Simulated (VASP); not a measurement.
## Ta6N5 (a cell with a defect): single point with PBEsol

Ta6N5 (a cell with a defect):

```
CELL_PARAMETERS angstrom
5.18734 0.00000 0.00000
-2.59367 4.49237 0.00000
0.00000 0.00000 5.80954
ATOMIC_POSITIONS crystal
Ta 0.99254 0.98426 0.99885
Ta 0.32454 0.64844 0.24378
Ta 0.65578 0.31900 0.24971
Ta 0.97325 0.00813 0.49948
Ta 0.32613 0.64931 0.75267
Ta 0.65580 0.31927 0.74720
N 0.38843 0.98338 0.99840
N 0.59186 0.58769 0.99880
N 0.98244 0.37613 0.99811
N 0.53728 0.96322 0.49768
N 0.00121 0.42974 0.49879
```

```
Program             : VASP 6.6.1
Task                : single point
Functional          : PBEsol
Potentials or basis : VASP PAW PBE potentials, release 64 (Ta_pv, N)
Cutoff              : 520 eV
k mesh              : 4 × 4 × 3
Occupations         : fermi-dirac, width 0.5 eV
Spin                : no spin polarisation
```

The pressure is -0.4 GPa, the largest force is 1.602 eV/Å and the band gap on the k mesh is zero (an odd number of electrons rules out a gap without spin polarisation).

Forces on the atoms (eV/Å):
```
Ta   0.014 -0.092 -0.010
Ta   0.390 -0.115  0.018
Ta   0.192 -0.018  0.062
Ta  -0.489 -0.391 -0.055
Ta   0.350 -0.130 -0.005
Ta   0.179 -0.029 -0.077
N    0.075 -0.077  0.005
N    0.156 -0.160 -0.009
N    0.147  0.088  0.013
N   -1.276  0.967  0.059
N    0.263 -0.042 -0.002
```

Stress tensor (GPa, compression positive):
```
-6.06  3.19  0.03
 3.19 -1.82  0.01
 0.03  0.01  6.71
```

Levels at points of the mesh, in eV from the Fermi level:
| k point | band 41 | band 42 | band 43 | band 44 | band 45 | band 46 | band 47 | band 48 | band 49 | band 50 |
| --- | --- | --- | --- | --- | --- | --- | --- | --- | --- | --- |
| (0.00, 0.00, 0.00) | -2.55 | -2.33 | -1.57 | -1.16 | -0.20 | 0.60 | 0.87 | 0.98 | 1.28 | 1.54 |
| (0.50, 0.00, 0.00) | -2.69 | -2.00 | -1.38 | -1.07 | -0.90 | -0.22 | 0.69 | 1.03 | 1.65 | 1.68 |
| (0.00, 0.50, 0.00) | -2.16 | -1.77 | -1.53 | -1.03 | -0.78 | 0.00 | 0.42 | 0.69 | 1.35 | 1.73 |
| (0.50, 0.50, 0.00) | -2.71 | -2.41 | -1.59 | -1.00 | -0.51 | 0.34 | 0.60 | 1.47 | 1.53 | 2.08 |

It took 8.1 min on 1 thread of Intel(R) Xeon(R) Platinum 8375C CPU @ 2.90GHz (Ice Lake) (shared host), peak memory 0.34 GiB.

Caveat: the k points lie up to 0.36 Å⁻¹ apart, too coarse for converged energies and pressures of a metal; so wide a smearing shifts energies and pressures; the PAW data sets were made with another functional, which shifts forces and pressure a little; spin-orbit coupling is left out, which moves the levels of the heavy elements; an odd number of electrons without spin polarisation forces a metal; a magnetic or distorted state may lie lower.
